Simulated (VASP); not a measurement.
# CdO: single point with r2SCAN

Crystal: CdO.

```
CELL_PARAMETERS angstrom
0.00000 2.33716 2.33716
2.33716 0.00000 2.33716
2.33716 2.33716 0.00000
ATOMIC_POSITIONS crystal
Cd 0.00000 0.00000 0.00000
O 0.50000 0.50000 0.50000
```

```json
{
 "Program": "VASP 6.6.1",
 "Task": "single point",
 "Functional": "r2SCAN",
 "Potentials or basis": "VASP PAW PBE potentials, release 64 (Cd_sv_GW, O)",
 "Cutoff": "770 eV",
 "k mesh": "8 × 8 × 8",
 "Occupations": "gaussian, width 0.05 eV",
 "Spin": "no spin polarisation",
 "Dipole correction": "no",
 "Further INCAR settings": "ALGO = Normal; EDIFF = 1e-06; NBANDS = 20"
}
```

| Quantity | Value |
| --- | --- |
| Pressure | 2.7 GPa |
| Band gap on the k mesh | 0.14 eV (least direct gap 1.59 eV) |

Levels at points of the mesh, in eV from the valence-band top:
```tsv
k point	band 9	band 10	band 11	band 12	band 13	band 14	band 15	band 16	band 17	band 18
(0.00, 0.00, 0.00)	-6.61	-6.61	-1.44	-1.44	-1.44	0.14	15.23	17.93	17.93	17.93
(0.50, 0.00, 0.00)	-6.38	-6.38	-3.87	0.00	0.00	5.08	8.17	12.83	12.83	18.76
(0.50, 0.50, 0.00)	-6.24	-5.89	-4.42	-2.42	-2.42	4.68	9.37	11.88	14.45	14.45
```

Wall time 99 s on 1 thread of AMD EPYC 7R13 Processor (Zen 3), with other jobs on the host, peak memory 0.17 GiB.

Caveat: semilocal functionals underestimate gaps, and a narrow one can read as zero; the PAW data sets were made with another functional, which shifts forces and pressure a little. A k mesh can miss the band edges.
